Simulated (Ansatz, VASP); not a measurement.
Hg in VASP and in Ansatz

The input INCAR:

```
ALGO = Normal
EDIFF = 1E-6
ENCUT = 520
GGA = PS
ISIF = 2
ISMEAR = -1
LASPH = True
LCHARG = False
LREAL = False
LWAVE = False
NBANDS = 19
NELM = 80
PREC = Accurate
SIGMA = 0.05
```

Contents of KPOINTS:

```
k-points
0
Gamma
  10 10 6
```

Contents of POSCAR:

```
Hg
1.0
    3.4618100000      0.0000000000      0.0000000000
   -1.7309050000      2.9980150000      0.0000000000
    0.0000000000      0.0000000000      5.4875480000
Hg
2
Direct
    0.6666666667      0.3333333333      0.7500000000
    0.3333333333      0.6666666667      0.2500000000
```

Input for Ansatz:

```yaml
crystal:
  lattice:
    - [3.46181, 0.0, 0.0]
    - [-1.730905, 2.998015, 0.0]
    - [0.0, 0.0, 5.487548]
  atoms:
    - { symbol: Hg, position: [0.6666666666666666, 0.3333333333333333, 0.75] }
    - { symbol: Hg, position: [0.3333333333333333, 0.6666666666666666, 0.25] }
kpoints:
  mp_grid:
    grid: [10, 10, 6]
hamiltonian:
  xc: pbesol
scf:
  occupations:
    method: fermi_dirac
    width: 0.05
output:
  stress: true
```

Alike in both runs: task single point; functional PBEsol; k mesh 10 × 10 × 6; occupations fermi-dirac, width 0.05 eV; no spin polarisation.

|  | VASP | Ansatz |
| --- | --- | --- |
| version | VASP 6.6.1 | Ansatz 0.2.0 |
| potentials or method | VASP PAW PBE potentials, release 64 (Hg) | plane waves, PAW |
| plane-wave cutoff (eV) | 520 | 420 |
| valence electrons in the cell | 24 | 40 |

VASP gave:

```
pressure (GPa) : -2.4
```

Task: What did Ansatz give for the same quantities?

Result: Pressure (GPa): -2.5.

VASP's potentials were made for PBE, not for PBEsol. The functional is the same, so the differences come from potentials, cutoffs and numerics. VASP's potentials hold 24 valence electrons a cell and Ansatz's 40, so a difference there can come from the potentials and not from the codes.

Neither program's run includes spin-orbit coupling.
